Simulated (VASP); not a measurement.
# PrScO (Immm) in VASP: relaxation of cell and atoms with PBE

Aim: the relaxation of cell and atoms of PrScO with PBE.

Everything below comes from runs of VASP 6.6.1. Logs are shortened: lines on timing, memory, paths and dates and some standing lists are left out, and cuts for length are marked.

### 1 The cell of the first run

Symmetry: Immm, No. 71, orthorhombic system. The conventional cell has a = 4.782 Å, b = 4.955 Å, c = 5.960 Å, α = 90.00°, β = 90.00°, γ = 90.00°. Within 3.3 Å of Pr (site symmetry mmm) lie 2 Sc at 2.48 Å and 2 O at 2.98 Å. Sc (site symmetry mmm) has 2 O at 2.39 Å and 2 Pr at 2.48 Å within 3.2 Å. O (site symmetry mmm) has 2 Sc at 2.39 Å and 2 Pr at 2.98 Å within 3.2 Å.

The cell was generated, and may not be a known phase.

### 2 Relaxation of cell and atoms, PBE

INCAR

```
SYSTEM = PrScO
PREC     = Accurate       ! precision mode
ENCUT    = 600            ! plane-wave cutoff, eV
EDIFF    = 1E-7           ! SCF threshold, eV
ISMEAR   = 0              ! smearing method
SIGMA    = 0.2            ! smearing width, eV
LREAL    = .FALSE.        ! projectors in reciprocal space
LASPH    = .TRUE.         ! aspherical terms in the spheres
NELM     = 200            ! most SCF steps
ALGO     = Normal         ! electronic algorithm
ISIF     = 3              ! what is computed and relaxed
LWAVE    = .FALSE.        ! write WAVECAR
LCHARG   = .FALSE.        ! write CHGCAR
GGA      = PE             ! functional
IBRION   = 2              ! ionic algorithm
NSW      = 36             ! ionic steps
EDIFFG   = -0.08          ! ionic threshold
GGA_COMPAT= .FALSE.      
NELMIN   = 4            
LMAXMIX  = 6              ! l up to which the mixer works
```

KPOINTS

```
regular mesh
0
G
  6 6 6
  0 0 0
```

POSCAR

```
PrScO
1.0
   -2.3911974600      2.4773806600      2.9799648700
    2.3911974600     -2.4773806600      2.9799648700
    2.3911974600      2.4773806600     -2.9799648700
Pr Sc O
1 1 1
Direct
    0.5000000000      0.5000000000      0.0000000000
    0.0000000000      0.5000000000      0.5000000000
    0.0000000000      0.0000000000      0.0000000000
```

Potentials or basis: VASP PAW PBE potentials, release 64 (Pr_3, Sc_sv, O), 4f in core.

On the command line:

```
$ cat potpaw_PBE.64/Pr_3/POTCAR potpaw_PBE.64/Sc_sv/POTCAR potpaw_PBE.64/O/POTCAR > POTCAR
$ mpirun -np 1 vasp_std > vasp.out
```

OUTCAR:

```text
SYSTEM = PrScO
   PREC = Accurate
   ENCUT = 600
   EDIFF = 1E-7
   ISMEAR = 0
   LREAL = .FALSE.
   LASPH = .TRUE.
   NELM = 200
   ISIF = 3
   GGA = PE
   IBRION = 2
   NSW = 36
   EDIFFG = -0.08
   NELMIN = 4

 ion  position               nearest neighbor table
   1  0.500  0.500  0.000-   2 2.48   2 2.48
   2  0.000  0.500  0.500-   3 2.39   3 2.39   1 2.48   1 2.48
   3  0.000  0.000  0.000-   2 2.39   2 2.39

  LATTYP: Found a body centered orthorhombic cell.
 ALAT       =     4.7823949200
 B/A-ratio  =     1.0360418583
 C/A-ratio  =     1.2462228318

  Lattice vectors:

 A1 = (  -2.3911974600,   2.4773806600,   2.9799648700)
 A2 = (   2.3911974600,  -2.4773806600,   2.9799648700)
 A3 = (   2.3911974600,   2.4773806600,  -2.9799648700)

Analysis of symmetry for initial positions (statically):
=====================================================================
 Subroutine PRICEL returns:
 Original cell was already a primitive cell.

 Routine SETGRP: Setting up the symmetry group for a
 body centered orthorhombic supercell.

 Subroutine GETGRP returns: Found  8 space group operations
 (whereof  8 operations were pure point group operations)
 out of a pool of  8 trial point group operations.

The static configuration has the point symmetry D_2h.

Analysis of symmetry for dynamics (positions and initial velocities):
=====================================================================
 Subroutine PRICEL returns:
 Original cell was already a primitive cell.

 Routine SETGRP: Setting up the symmetry group for a
 body centered orthorhombic supercell.

 Subroutine GETGRP returns: Found  8 space group operations
 (whereof  8 operations were pure point group operations)
 out of a pool of  8 trial point group operations.

The dynamic configuration has the point symmetry D_2h.

 Subroutine INISYM returns: Found  8 space group operations
 (whereof  8 operations are pure point group operations),
 and found     1 'primitive' translations

----------------------------------------------------------------------------------------

                                     Primitive cell

  volume of cell :      70.6121

  direct lattice vectors                    reciprocal lattice vectors
    -2.391197460  2.477380660  2.979964870     0.000000000  0.201826069  0.167787213
     2.391197460 -2.477380660  2.979964870     0.209100256  0.000000000  0.167787213
     2.391197460  2.477380660 -2.979964870     0.209100256  0.201826069  0.000000000

  length of vectors
     4.553617337  4.553617337  4.553617337     0.262462018  0.268096001  0.290614313

  position of ions in fractional coordinates (direct lattice)
     0.500000000  0.500000000  0.000000000
     0.000000000  0.500000000  0.500000000
     0.000000000  0.000000000  0.000000000

  ion indices of the primitive-cell ions
   primitive index   ion index
                 1           1
                 2           2
                 3           3

----------------------------------------------------------------------------------------

 KPOINTS: regular mesh

Automatic generation of k-mesh.
 Grid dimensions read from file:
 generate k-points for:    6    6    6

 Generating k-lattice:

  Cartesian coordinates                     Fractional coordinates (reciprocal lattice)
     0.000000000  0.033637678  0.027964535     0.166666667 -0.000000000  0.000000000
     0.034850043  0.000000000  0.027964535    -0.000000000  0.166666667  0.000000000
     0.034850043  0.033637678  0.000000000     0.000000000 -0.000000000  0.166666667

  Length of vectors
     0.043743670  0.044682667  0.048435719

  Shift w.r.t. Gamma in fractional coordinates (k-lattice)
     0.000000000  0.000000000  0.000000000

 Subroutine IBZKPT returns following result:
 ===========================================

 Found     46 irreducible k-points:

 Following reciprocal coordinates:
            Coordinates               Weight
  0.000000  0.000000  0.000000      1.000000
  0.166667 -0.000000  0.000000      4.000000
  0.333333  0.000000 -0.000000      4.000000
  0.500000 -0.000000  0.000000      2.000000
 -0.000000  0.166667  0.000000      4.000000
  0.166667  0.166667  0.000000      8.000000
[... 16 lines left out ...]
 -0.166667  0.166667  0.166667      2.000000
  0.166667  0.333333  0.166667      4.000000
 [... further k-points ...]
   k-points           NKPTS =     46   k-points in BZ     NKDIM =     46   number of bands    NBANDS=     18
   number of dos      NEDOS =    301   number of ions     NIONS =      3
   total plane-waves  NPLWV =  46656
   dimension x,y,z NGX =    36 NGY =   36 NGZ =   36
   dimension x,y,z NGXF=    72 NGYF=   72 NGZF=   72
   ions per type =               1   1   1
   NGX,Y,Z   is equivalent  to a cutoff of  13.14, 13.14, 13.14 a.u.
   NGXF,Y,Z  is equivalent  to a cutoff of  26.29, 26.29, 26.29 a.u.
 SYSTEM =  PrScO
   PREC   = accura    normal or accurate (medium, high low for compatibility)
   ISTART =      0    job   : 0-new  1-cont  2-samecut
   ICHARG =      2    charge: 1-file 2-atom 10-const
   ISPIN  =      1    spin polarized calculation?
   LNONCOLLINEAR =      F non collinear calculations
   LSORBIT =      F    spin-orbit coupling
   LASPH  =      T    aspherical Exc in radial PAW
   ENCUT  =  600.0 eV  44.10 Ry    6.64 a.u.   9.09  9.09  9.09*2*pi/ulx,y,z
   NELM   =    200;   NELMIN=  4; NELMDL= -5     # of ELM steps
   EDIFF  = 0.1E-06   stopping-criterion for ELM
   LREAL  =      F    real-space projection
   EDIFFG = -.8E-01   stopping-criterion for IOM
   NSW    =     36    number of steps for IOM
   IBRION =      2    ionic relax: 0-MD 1-quasi-New 2-CG
   NFREE  =      1    steps in history (QN), initial steepest desc. (CG)
   ISIF   =      3    stress and relaxation
   ISYM   =      2    0-nonsym 1-usesym 2-fastsym
   POTIM  = 0.5000    time-step for ionic-motion
   TEBEG  =    0.0;   TEEND  =   0.0 temperature during run
   PSTRESS=    0.0 pullay stress
   NELECT =      28.0000    total number of electrons
   NUPDOWN=      -1.0000    fix difference up-down
   EMIN   =  10.00;   EMAX   =-10.00  energy-range for DOS
   EFERMI =   0.00;   METHOD = LEGACY
   ISMEAR =     0;   SIGMA  =   0.20  broadening in eV -4-tet -1-fermi 0-gaus
   EFERMI_NEDOS =   21; number of points for ismear=-14 and -15
   IALGO  =     38    algorithm
   IMIX   =      4    mixing-type and parameters
     AMIX     =   0.40;   BMIX     =  1.00
     AMIX_MAG =   1.60;   BMIX_MAG =  1.00
  volume/ion in A,a.u.               =      23.54       158.84
  Fermi-wavevector in a.u.,A,eV,Ry     =   1.202729  2.272828 19.681599  1.446557
  Thomas-Fermi vector in A             =   2.338502
   LORBIT       =      0    0 simple, 1 ext, 2 COOP (PROOUT), +10 PAW based schemes
   GGA     = PE    functional components
   LHFCALC =     F    Hartree Fock is set to
   AEXX    =    0.0000 exact exchange contribution
   IVDW    =     0    specifies the selected vdW correction
   LEPSILON=     F    determine dielectric tensor
   LRPA    =     F    only Hartree local field effects (RPA)
 conjugate gradient relaxation of ions
 non-spin polarized calculation
 Gauss-broadening in eV      SIGMA  =   0.20
  energy-cutoff  :      600.00
  volume of cell :       70.61
 maximum number of plane-waves:      2378
   NGX = 19   NGY = 19   NGZ = 19

--------------------------------------- Ionic step        1  -------------------------------------------

 number of electron      27.9999997 magnetization

 Free energy of the ion-electron system (eV)
  ---------------------------------------------------
  ext. energy  EPLUGINS =         0.00000000
  ---------------------------------------------------
  free energy    TOTEN  =       -16.00258656 eV

  energy without entropy =      -15.92255141  energy(sigma->0) =      -15.96256898

------------------------ aborting loop because EDIFF is reached ----------------------------------------

  FORCE on cell =-STRESS in cart. coord.  units (eV):
  Direction    XX          YY          ZZ          XY          YZ          ZX
  --------------------------------------------------------------------------------------
  -------------------------------------------------------------------------------------
  Total       -9.9834943     13.3060494     -4.0048780     -0.0000000      0.0000000      0.0000000
  in kB     -226.5238001    301.9120144    -90.8700058     -0.0000000      0.0000000      0.0000000
  external PRESSURE =      -5.1605972 kB  Pullay stress =       0.0000000 kB
[... 96 lines left out ...]
  energy  without entropy=      -19.3905011073  energy(sigma->0) =      -19.42715260

--------------------------------------- Ionic step        4  -------------------------------------------

 number of electron      27.9999996 magnetization

 E-fermi :   4.0030     XC(G=0):  -9.9034

 val. band max:        3.9900449324   @ k =  -0.0000   0.3333   0.0000
 cond. band min:       4.0225195237   @ k =   0.3333   0.0000  -0.0000
 fundamental gap:      0.0324745912
 Fermi energy:         4.0029731002

 k-point     1 :       0.0000    0.0000    0.0000
  band No.  band energies     occupation
      1     -45.2040      2.00000
      2     -32.5315      2.00000
      3     -24.0005      2.00000
      4     -23.9557      2.00000
      5     -23.9465      2.00000
      6     -15.0537      2.00000
[... 10 lines left out ...]
     17       4.5983      0.00003
     18       5.9731      0.00000
[... 466 lines left out ...]
      2     -32.4987      2.00000
      3     -24.3117      2.00000
      4     -23.9886      2.00000
      5     -23.9399      2.00000
      6     -14.9010      2.00000
[... 10 lines left out ...]
     17       6.5532      0.00000
     18       6.8400      0.00000

 [... further k-points ...]
[... 5 lines left out ...]
  --------------------------------------------------------------------------------------
  -------------------------------------------------------------------------------------
  Total        5.4786380      4.2174514     -0.5498539     -0.0000000      0.0000000      0.0000000
  in kB      133.0469460    102.4194387    -13.3530241     -0.0000000      0.0000000      0.0000000
  external PRESSURE =      74.0377869 kB  Pullay stress =       0.0000000 kB
[... 170 lines left out ...]
  energy  without entropy=      -19.7612885433  energy(sigma->0) =      -19.79981034

--------------------------------------- Ionic step        9  -------------------------------------------

 number of electron      27.9999999 magnetization

 Free energy of the ion-electron system (eV)
  ---------------------------------------------------
  ext. energy  EPLUGINS =         0.00000000
  ---------------------------------------------------
  free energy    TOTEN  =       -19.84303454 eV

  energy without entropy =      -19.76586662  energy(sigma->0) =      -19.80445058

 E-fermi :   3.4380     XC(G=0):  -9.4738

 val. band max:        3.3620531679   @ k =  -0.3333   0.5000   0.3333
 cond. band min:       3.4481901260   @ k =   0.1667  -0.1667   0.1667
 fundamental gap:      0.0861369581
 Fermi energy:         3.4379623960

 k-point     1 :       0.0000    0.0000    0.0000
  band No.  band energies     occupation
      1     -46.1509      2.00000
      2     -33.1895      2.00000
      3     -24.8921      2.00000
      4     -24.8710      2.00000
      5     -24.8117      2.00000
      6     -15.5392      2.00000
[... 10 lines left out ...]
     17       4.0633      0.00001
     18       6.1318      0.00000
[... 466 lines left out ...]
      2     -33.1691      2.00000
      3     -25.0326      2.00000
      4     -24.8895      2.00000
      5     -24.8669      2.00000
      6     -15.9342      2.00000
[... 10 lines left out ...]
     17       5.2727      0.00000
     18       6.3504      0.00000

 [... further k-points ...]
[... 5 lines left out ...]
  --------------------------------------------------------------------------------------
  -------------------------------------------------------------------------------------
  Total        0.0404133     -0.1700036     -0.1626516     -0.0000000      0.0000000      0.0000000
  in kB        0.8919179     -3.7519677     -3.5897087     -0.0000000      0.0000000      0.0000000
  external PRESSURE =      -2.1499195 kB  Pullay stress =       0.0000000 kB
[... 18 lines left out ...]
  FREE ENERGIE OF THE ION-ELECTRON SYSTEM (eV)
  ---------------------------------------------------
  free  energy   TOTEN  =       -19.8430345435 eV

  energy  without entropy=      -19.7658666232  energy(sigma->0) =      -19.80445058

 reached required accuracy - stopping structural energy minimisation
```

Wall time 6.2 min (1 thread of Intel Xeon Platinum 8488C (Sapphire Rapids), shared host); peak memory 0.27 GiB.

What came out:

```
Free energy                           : -19.8430 eV
Relaxed volume                        : 24.20 Å³/atom
Relaxed cell                          : a = 4.781 Å, b = 4.781 Å, c = 4.781 Å, α = 130.36°, β = 86.91°, γ = 113.97°
Space group after relaxing (to 0.1 Å) : Immm (No. 71)
Energy gained by relaxing             : 1280.1 meV/atom
Ionic steps                           : 9
Pressure after relaxing               : -0.2 GPa
Band gap on the k mesh                : zero (bands 14 and 15 overlap by 0.94 eV)
```

Step by step:
| step | energy change (eV) | largest force (eV/Å) | pressure (GPa) | volume (Å³) |
| --- | --- | --- | --- | --- |
| 1 | 0.0000 | 0.0000 | -0.52 | 70.61 |
| 2 | -3.3891 | 0.0000 | 2.47 | 67.32 |
| 3 | -3.4612 | 0.0000 | 9.60 | 65.48 |
| 4 | -3.5110 | 0.0000 | 7.40 | 65.97 |
| 5 | -3.7689 | 0.0000 | -3.92 | 76.22 |
| 6 | -3.7934 | 0.0000 | -1.72 | 73.57 |
| 7 | -3.8356 | 0.0000 | -0.06 | 72.91 |
| 8 | -3.8357 | 0.0000 | -0.18 | 72.95 |
| 9 | -3.8404 | 0.0000 | -0.21 | 72.60 |

Final structure:
```
Pr Sc O
1.0
    -2.00725    3.47081    2.60506
     2.00725   -3.47081    2.60506
     2.00725    3.47081   -2.60506
Pr Sc O
1 1 1
Cartesian
  0.0000 0.0000 2.6051
  2.0073 0.0000 0.0000
  0.0000 0.0000 5.2101
```

Levels at points of the mesh, in eV from the Fermi level:
| k point | band 12 | band 13 | band 14 | band 15 | band 16 | band 17 |
| --- | --- | --- | --- | --- | --- | --- |
| (0.00, 0.00, 0.00) | -3.56 | -3.20 | -1.07 | -0.65 | -0.08 | 0.63 |
| (0.50, 0.00, 0.00) | -3.73 | -0.92 | -0.43 | 0.64 | 1.42 | 1.57 |
| (0.00, 0.50, 0.00) | -4.78 | -1.41 | -0.18 | 0.13 | 1.62 | 2.85 |
| (0.50, 0.50, 0.00) | -4.34 | -0.66 | -0.13 | 0.10 | 1.31 | 1.38 |
| (0.50, 0.50, 0.50) | -3.59 | -1.73 | 0.23 | 0.31 | 1.73 | 1.82 |

Caveat: spin-orbit coupling is left out, which moves the levels of the heavy elements; the 4f electrons are frozen in the core, so they carry no moment and show no levels; the run has no spin polarisation, though such a crystal can be magnetic. Spin polarisation is off, so any magnetic state and its effect on volume and gap are missing.

The gap in the log of VASP goes by the Fermi energy; the results here count the filled bands.